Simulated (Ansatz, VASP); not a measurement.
## One calculation of GaAs, two programs

```
CELL_PARAMETERS angstrom
0.00000 2.83309 2.80475
2.83309 0.00000 2.80475
2.83309 2.83309 0.00000
ATOMIC_POSITIONS crystal
Ga 0.00000 0.00000 0.00000
As 0.25000 0.25000 0.25000
```

Change from the starting cell: uniaxial_z strain -1.0%.

Alike in both runs: task single point; functional PBE; k mesh 8 × 8 × 8; occupations fermi-dirac, width 0.02 eV; no spin polarisation.

```csv
,VASP,Ansatz
version,VASP 6.6.1,Ansatz 0.2.0
potentials or method,"VASP PAW PBE potentials, release 64 (Ga_d, As_d)","plane waves, PAW"
plane-wave cutoff (eV),600,420
valence electrons in the cell,28,28
```

```csv
,VASP,Ansatz,Ansatz less VASP
pressure (GPa),3.5,3.5,+0.07
"traceless stress, the component that is largest in VASP (GPa)",0.39,0.39,+0.001
```
